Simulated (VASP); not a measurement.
# BaS (Pm-3m) in VASP: a series of runs, part 2 of 2

VASP 6.6.1. Earlier steps stand in the parts before.

## 3. Dielectric tensor, r2SCAN

INCAR

```
ALGO = Normal
EDIFF = 1E-8
ENCUT = 520
ISIF = 2
ISMEAR = 0
LASPH = True
LCALCEPS = True
LCHARG = False
LMIXTAU = True
LREAL = False
LWAVE = False
METAGGA = R2SCAN
NELM = 80
PREC = Accurate
SIGMA = 0.01
```

KPOINTS

```
k-points
0
Gamma
  6 6 6
```

POSCAR

```
BaS
1.0
    3.8337582597      0.0000000000      0.0000000000
    0.0000000000      3.8337582597      0.0000000000
    0.0000000000      0.0000000000      3.8337582597
Ba S
1 1
Direct
    0.0000000000      0.0000000000      0.0000000000
    0.5000000000      0.5000000000      0.5000000000
```

Potentials or basis: VASP PAW PBE potentials, release 64 (Ba_sv, S).

Started as:

```
> cat potpaw_PBE.64/Ba_sv/POTCAR potpaw_PBE.64/S/POTCAR > POTCAR
> mpirun -np 1 vasp_std > vasp.out
```

OUTCAR:

```text
EDIFF = 1E-8
   ENCUT = 520
   ISIF = 2
   ISMEAR = 0
   LASPH = True
   LREAL = False
   METAGGA = R2SCAN
   NELM = 80
   PREC = Accurate

 ion  position               nearest neighbor table
   1  0.000  0.000  0.000-   2 3.32   2 3.32   2 3.32   2 3.32   2 3.32   2 3.32   2 3.32   2 3.32

   2  0.500  0.500  0.500-   1 3.32   1 3.32   1 3.32   1 3.32   1 3.32   1 3.32   1 3.32   1 3.32

  LATTYP: Found a simple cubic cell.
 ALAT       =     3.8337582597

  Lattice vectors:

 A1 = (   3.8337582597,   0.0000000000,   0.0000000000)
 A2 = (   0.0000000000,   3.8337582597,   0.0000000000)
 A3 = (   0.0000000000,   0.0000000000,   3.8337582597)

Analysis of symmetry for initial positions (statically):
=====================================================================
 Subroutine PRICEL returns:
 Original cell was already a primitive cell.

 Routine SETGRP: Setting up the symmetry group for a
[... 555 lines left out ...]
  y     0.00000     0.00000     0.00000     0.00000     0.00000     0.00000
  z     0.00000     0.00000     0.00000     0.00000     0.00000     0.00000

 PIEZOELECTRIC TENSOR (including local field effects) (C/m^2)
          XX          YY          ZZ          XY          YZ          ZX
  --------------------------------------------------------------------------------
  x     0.00000     0.00000     0.00000     0.00000     0.00000     0.00000
  y     0.00000     0.00000     0.00000     0.00000     0.00000     0.00000
  z     0.00000     0.00000     0.00000     0.00000     0.00000     0.00000

 BORN EFFECTIVE CHARGES (including local field effects) (in |e|, cummulative output)
 ---------------------------------------------------------------------------------
 ion    1
    1     2.87740     0.00000     0.00000
    2    -0.00000     2.87740     0.00000
    3     0.00000     0.00000     2.87740
 ion    2
    1    -2.87740    -0.00000     0.00000
    2     0.00000    -2.87740     0.00000
    3    -0.00000     0.00000    -2.87740

  FORCE on cell =-STRESS in cart. coord.  units (eV):
  Direction    XX          YY          ZZ          XY          YZ          ZX
  --------------------------------------------------------------------------------------
  -------------------------------------------------------------------------------------
  Total        0.3423077      0.3423077      0.3423077      0.0000000      0.0000000      0.0000000
  in kB        9.7331415      9.7331415      9.7331415      0.0000000      0.0000000      0.0000000
  external PRESSURE =       9.7331415 kB  Pullay stress =       0.0000000 kB

 VOLUME and BASIS-vectors are now :
 -----------------------------------------------------------------------------
  energy-cutoff  :      520.00
  volume of cell :       56.35
      direct lattice vectors                 reciprocal lattice vectors
     3.833758260  0.000000000  0.000000000     0.260840651  0.000000000  0.000000000
     0.000000000  3.833758260  0.000000000     0.000000000  0.260840651  0.000000000
     0.000000000  0.000000000  3.833758260     0.000000000  0.000000000  0.260840651

 POSITION                                       TOTAL-FORCE (eV/Angst)
 -----------------------------------------------------------------------------------
      0.00000      0.00000      0.00000         0.000000      0.000000      0.000000
      1.91688      1.91688      1.91688         0.000000      0.000000      0.000000
 -----------------------------------------------------------------------------------
    total drift:                                0.000000     -0.000000     -0.000000

  FREE ENERGIE OF THE ION-ELECTRON SYSTEM (eV)
  ---------------------------------------------------
  free  energy   TOTEN  =       -38.8023911535 eV

  energy  without entropy=      -38.8023911535  energy(sigma->0) =      -38.80239115
```

stdout:

```text
POSCAR found type information on POSCAR BaS
 POSCAR found :  2 types and       2 ions
 scaLAPACK will be used
 -----------------------------------------------------------------------------
[... 111 lines left out ...]
 p_tot=( -0.115E+02 -0.115E+02 -0.115E+02 )
dp_tot=(  0.207E-07  0.140E-01 -0.128E-08 )  diag[e(oo)]=(    ---    5.49367    ---   )
 p_tot=( -0.115E+02 -0.115E+02 -0.115E+02 )
dp_tot=(  0.206E-07  0.141E-01 -0.132E-08 )  diag[e(oo)]=(    ---    5.53922    ---   )
 p_tot=( -0.115E+02 -0.115E+02 -0.115E+02 )
dp_tot=(  0.204E-07  0.142E-01 -0.133E-08 )  diag[e(oo)]=(    ---    5.56361    ---   )
 p_tot=( -0.115E+02 -0.115E+02 -0.115E+02 )
dp_tot=(  0.203E-07  0.142E-01 -0.133E-08 )  diag[
```

It took 27 min on 1 thread of Intel Xeon Platinum 8375C at 2.90GHz (Ice Lake), shared host; peak memory 0.28 GiB.

What came out:

| Property | Result |
| --- | --- |
| Band gap on the k mesh | 1.81 eV (least direct gap 1.91 eV) |
| Electronic dielectric tensor (diagonal) | 5.57 |
| Born charges (mean of the diagonal) | Ba +2.88; S -2.88 e |

Levels at points of the mesh, in eV from the valence-band top:
| k point | band 6 | band 7 | band 8 | band 9 | band 10 | band 11 |
| --- | --- | --- | --- | --- | --- | --- |
| (0.00, 0.00, 0.00) | -0.10 | -0.10 | -0.10 | 1.81 | 1.81 | 4.69 |
| (0.50, 0.00, 0.00) | -2.89 | -0.73 | -0.73 | 2.86 | 6.60 | 7.04 |
| (0.50, 0.50, 0.00) | -1.39 | -1.39 | 0.00 | 2.66 | 3.88 | 4.80 |
| (0.50, 0.50, 0.50) | -2.81 | -2.81 | -2.81 | 7.94 | 7.94 | 7.94 |

Electronic dielectric tensor:
```
5.57 0.00 0.00
0.00 5.57 0.00
0.00 0.00 5.57
```

Born effective charge tensors (e):
atom 1, Ba
```
2.88 0.00 0.00
0.00 2.88 0.00
0.00 0.00 2.88
```
atom 2, S
```
-2.88  0.00  0.00
 0.00 -2.88  0.00
 0.00  0.00 -2.88
```

Dipole moments of the cell (e·Å, modulo the quantum): ionic -11.501, -11.501, -11.501; electronic 0.000, 0.000, 0.014

Caveat: the PAW data sets were made with another functional, which shifts forces and pressure a little; spin-orbit coupling is left out, which moves the levels of the heavy elements.

## 4. Vibrations by perturbation theory, PBEsol

This run uses another cell than the first one, of 26.80 Å³/atom.

INCAR

```
  ALGO = Normal
  EDIFF = 1E-8
  ENCUT = 520
  GGA = PS
  IBRION = 8
  ISIF = 2
  ISMEAR = 0
  LASPH = T
  LCHARG = T
  LEPSILON = T
  LREAL = F
  LWAVE = F
  NBANDS = 15
  NELM = 100
  NSW = 1
  PREC = Accurate
  SIGMA = 0.01
```

KPOINTS is that of step 3.

POSCAR

```
BaS
1.0
    3.7705729550      0.0000000000      0.0000000000
    0.0000000000      3.7705729550      0.0000000000
    0.0000000000      0.0000000000      3.7705729550
Ba S
1 1
Direct
    0.0000000000      0.0000000000      0.0000000000
    0.5000000000      0.5000000000      0.5000000000
```

Potentials or basis: VASP PAW PBE potentials, release 64 (Ba_sv, S).

Started as:

```
> cat potpaw_PBE.64/Ba_sv/POTCAR potpaw_PBE.64/S/POTCAR > POTCAR
> mpirun -np 1 vasp_std > vasp.out
```

OUTCAR:

```text
EDIFF = 1E-8
   ENCUT = 520
   GGA = PS
   IBRION = 8
   ISIF = 2
   ISMEAR = 0
   LASPH = T
   LEPSILON = T
   LREAL = F
   NELM = 100
   NSW = 1
   PREC = Accurate

 ion  position               nearest neighbor table
   1  0.000  0.000  0.000-   2 3.27   2 3.27   2 3.27   2 3.27   2 3.27   2 3.27   2 3.27   2 3.27

   2  0.500  0.500  0.500-   1 3.27   1 3.27   1 3.27   1 3.27   1 3.27   1 3.27   1 3.27   1 3.27

  LATTYP: Found a simple cubic cell.
 ALAT       =     3.7705729550
[... 681 lines left out ...]
      1.885286  1.885286  1.885286     0.900240    0.000000    0.000000
[... 21 lines left out ...]
   6 f/i=    0.001227 THz     0.007712 2PiTHz    0.040941 cm-1     0.005076 meV
             X         Y         Z           dx          dy          dz
      0.000000  0.000000  0.000000     0.609998    0.656514   -0.085580
      1.885286  1.885286  1.885286     0.295021    0.317518   -0.041390

--------------------------------------------------------------------------------------------------------

 MACROSCOPIC STATIC DIELECTRIC TENSOR IONIC CONTRIBUTION
 ------------------------------------------------------
          24.640686    -0.000000     0.000000
          -0.000000    24.640686     0.000000
           0.000000     0.000000    24.640686
 ------------------------------------------------------

 ELASTIC MODULI CONTR FROM IONIC RELAXATION (kBar)
 Direction    XX          YY          ZZ          XY          YZ          ZX
 --------------------------------------------------------------------------------
 XX           0.0000      0.0000      0.0000      0.0000      0.0000      0.0000
 YY           0.0000      0.0000      0.0000      0.0000      0.0000      0.0000
 ZZ           0.0000      0.0000      0.0000      0.0000      0.0000      0.0000
 XY           0.0000      0.0000      0.0000      0.0000      0.0000      0.0000
 YZ           0.0000      0.0000      0.0000      0.0000      0.0000      0.0000
 ZX           0.0000      0.0000      0.0000      0.0000      0.0000      0.0000
 --------------------------------------------------------------------------------

 PIEZOELECTRIC TENSOR IONIC CONTR  for field in x, y, z        (C/m^2)
          XX          YY          ZZ          XY          YZ          ZX
  --------------------------------------------------------------------------------
  x     0.00000     0.00000     0.00000     0.00000     0.00000     0.00000
  y     0.00000     0.00000     0.00000     0.00000     0.00000     0.00000
  z     0.00000     0.00000     0.00000     0.00000     0.00000     0.00000
```

stdout:

```text
POSCAR found type information on POSCAR BaS
 POSCAR found :  2 types and       2 ions
 scaLAPACK will be used
 -----------------------------------------------------------------------------
|                                                                             |
|                                                                             |
[... 39 lines left out ...]
 first order change of Fermi-energy   0.47634E-03
 force on displaced ion       1 direction 1 :  -1.367   0.000   0.000
 Born effective charge ion    1 direction 1 :   3.125   0.000   0.000
 Linear response progress:
 first order change of Fermi-energy   0.17338E-03
 force on displaced ion       2 direction 1 :  -1.365  -0.000   0.000
 Born effective charge ion    2 direction 1 :  -3.191   0.000   0.000
 Born effective charges drift removed
 Linear response finished
```

It took 6 min on 1 thread of Intel Xeon 8259CL, shared host; peak memory 0.24 GiB.

What came out:

```yaml
Electronic_dielectric_tensor_diagonal: 7.32
Born_charges_mean_of_the_diagonal: Ba +3.16; S -3.16 e
Highest_phonon_frequency_at_Γ_LO-TO_splitting_left_out: 120 cm⁻¹
```

Phonon frequencies in cm⁻¹ (negative: imaginary):
```tsv
q point	frequencies
(0.000, 0.000, 0.000)	0 0 0 120 120 120
```

Electronic dielectric tensor:
```
7.32 0.00 0.00
0.00 7.32 0.00
0.00 0.00 7.32
```

Born effective charge tensors (e):
atom 1, Ba
```
3.16 0.00 0.00
0.00 3.16 0.00
0.00 0.00 3.16
```
atom 2, S
```
-3.16  0.00  0.00
 0.00 -3.16  0.00
 0.00  0.00 -3.16
```

Caveat: the cell stands under pressure or tension, which shifts response properties; the PAW data sets were made with another functional, which shifts forces and pressure a little; spin-orbit coupling is left out, which moves the levels of the heavy elements.

## 5. Summary

| task | level | cell | gap on the mesh (eV) |
| --- | --- | --- | --- |
| dielectric tensor | PBE | a = 3.834 Å, 2 atoms | 1.44 |
| dielectric tensor | r2SCAN | a = 3.834 Å, 2 atoms | 1.81 |
| vibrations by perturbation theory | PBEsol | a = 3.771 Å, 2 atoms | - |

Alike in all rows: potentials or basis VASP PAW PBE potentials, release 64 (Ba_sv, S); no spin polarisation; k mesh 6 × 6 × 6; cutoff (eV) 520; smearing gaussian 0.01 eV.

Caveats: spin-orbit coupling is left out, which moves the levels of the heavy elements; the PAW data sets were made with another functional, which shifts forces and pressure a little (at least some runs); the cell stands under pressure or tension, which shifts response properties (at least some runs).

Absolute energies hang on the potentials; compare differences alone.
